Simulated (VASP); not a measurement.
A run of VASP 6.6.1 is set up as follows.

The input INCAR:

```
SYSTEM = HfSiO4
  GGA = PE
  ISMEAR = 0
  SIGMA = 0.03
  LWAVE = .False.
  LCHARG = .False.
  ISIF = 2
  PREC = Accurate
  LASPH = .True.
  LREAL = .False.
  ALGO = Normal
  EDIFF = 1E-6
  NELM = 120
  GGA_COMPAT = .False.
  ENCUT = 520
  EFERMI = MIDGAP
  KPAR = 2
```

KPOINTS

```
k-points
0
Gamma
  6 6 6
```

POSCAR

```
HfSiO4
1.0
   -3.2862500000      3.2862500000      2.9816000000
    3.2862500000     -3.2862500000      2.9816000000
    3.2862500000      3.2862500000     -2.9816000000
Hf Si O
2 2 8
Direct
    0.0000000000      0.0000000000      0.0000000000
    0.7500000000      0.2500000000      0.5000000000
    0.5000000000      0.5000000000      0.0000000000
    0.2500000000      0.7500000000      0.5000000000
    0.6802000000      0.4957000000      0.8155000000
    0.2457000000      0.9302000000      0.3155000000
    0.6802000000      0.8647000000      0.1845000000
    0.6147000000      0.9302000000      0.6845000000
    0.0698000000      0.3853000000      0.3155000000
    0.5043000000      0.3198000000      0.1845000000
    0.0698000000      0.7543000000      0.6845000000
    0.1353000000      0.3198000000      0.8155000000
```

Potentials or basis: VASP PAW PBE potentials, release 64 (Hf_pv, Si, O).

Launch:

```sh
$ cat potpaw_PBE.64/Hf_pv/POTCAR potpaw_PBE.64/Si/POTCAR potpaw_PBE.64/O/POTCAR > POTCAR
$ mpirun -np 2 vasp_std > vasp.out
```

(1) What does it give for the largest force?

(2) Predict the pressure.

(3) Estimate the band gap on the k mesh.

Results:

(1) 0.530 eV/Å.

(2) 5.8 GPa.

(3) 5.41 eV (least direct gap 5.76 eV).

Caveat: the cell stands under pressure; spin-orbit coupling is left out, which moves the levels of the heavy elements.
